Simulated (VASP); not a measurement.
Crystal: Hg.

```
Hg
1.0
     0.00000    3.33034    3.33034
     3.33034    0.00000    3.33034
     3.33034    3.33034    0.00000
Hg
2
Direct
  0.87500 0.87500 0.87500
  0.12500 0.12500 0.12500
```

```yaml
Program: VASP 6.6.1
Task: relaxation of cell and atoms
Functional: PBE
Potentials_or_basis: VASP PAW PBE potentials, release 64 (Hg)
Cutoff: 600 eV
k_mesh: 11 × 11 × 11
Occupations: fermi-dirac, width 0.05 eV
Spin: no spin polarisation
```

At the start: pressure 2.3 GPa; volume 36.94 Å³/atom.

Question: Where does the relaxation end?

Answer: Over 7 steps the energy falls by 67.1 meV/atom and the volume is 57.18 Å³/atom (+54.8 %); space group Fd-3m (No. 227, to 0.05 Å).

The path:
| step | energy change (eV) | largest force (eV/Å) | pressure (GPa) | volume (Å³) |
| --- | --- | --- | --- | --- |
| 1 | 0.0000 | 0.0000 | 2.34 | 73.87 |
| 2 | -0.0615 | 0.0000 | 1.23 | 79.80 |
| 3 | -0.1024 | 0.0000 | 0.40 | 88.07 |
| 4 | -0.1308 | 0.0000 | 0.14 | 106.29 |
| 5 | -0.0960 | 0.0000 | -0.30 | 149.92 |
| 6 | -0.1340 | 0.0000 | -0.03 | 116.30 |
| 7 | -0.1342 | 0.0000 | 0.00 | 114.36 |

Final structure:
```cif
data_structure
_symmetry_space_group_name_H-M 'P 1'
_symmetry_Int_Tables_number 1
_cell_length_a 5.4483
_cell_length_b 5.4483
_cell_length_c 5.4483
_cell_angle_alpha 60.000
_cell_angle_beta 60.000
_cell_angle_gamma 60.000
_cell_volume 114.36
loop_
_atom_site_label
_atom_site_type_symbol
_atom_site_fract_x
_atom_site_fract_y
_atom_site_fract_z
_atom_site_occupancy
Hg1 Hg 0.87500 0.87500 0.87500 1
Hg2 Hg 0.12500 0.12500 0.12500 1
```

Caveat: the volume moved by over 15 % at a fixed basis, so the end points are rough.
